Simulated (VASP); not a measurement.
Input of a VASP 6.6.1 run:

File INCAR:

```
SYSTEM = W
  PREC = Accurate
  ENCUT = 600
  EDIFF = 1E-6
  ISMEAR = -1
  SIGMA = 0.1
  LREAL = .False.
  LASPH = .True.
  NELM = 100
  ALGO = Normal
  ISIF = 3
  LWAVE = .False.
  LCHARG = .False.
  GGA = RP
  IBRION = 2
  NSW = 80
  EDIFFG = -0.01
```

Contents of KPOINTS:

```
Automatic mesh
0
Gamma
  10 10 10
  0 0 0
```

POSCAR

```
W
1.0
    0.0000000000      2.7760741367      2.7760741367
    2.7760741367      0.0000000000      2.7760741367
    2.7760741367      2.7760741367      0.0000000000
W
2
Direct
    0.1250000000      0.1250000000      0.1250000000
    0.8750000000      0.8750000000      0.8750000000
```

Potentials or basis: VASP PAW PBE potentials, release 64 (W_sv).

Command:

```bash
$ cat potpaw_PBE.64/W_sv/POTCAR > POTCAR
$ mpirun -np 1 vasp_std > vasp.out
```

Problem. Estimate the relaxed cell.

Solution. a = 4.154 Å, b = 4.154 Å, c = 4.154 Å, α = 60.00°, β = 60.00°, γ = 60.00°.

Problem. Predict the relaxed volume.

Solution. 25.34 Å³/atom.

Problem. What does it give for the space group after relaxing (to 0.1 Å)?

Solution. Fd-3m (No. 227).

Final structure:
```yaml
crystal:
  lattice:
    - [0.00000, 2.93706, 2.93706]
    - [2.93706, 0.00000, 2.93706]
    - [2.93706, 2.93706, 0.00000]
  atoms:
    - { symbol: W, position: [0.12500, 0.12500, 0.12500] }
    - { symbol: W, position: [0.87500, 0.87500, 0.87500] }
```

Caveat: the volume moved by over 15 % at a fixed basis, so the end points are rough; the PAW data sets were made with another functional, which shifts forces and pressure a little.
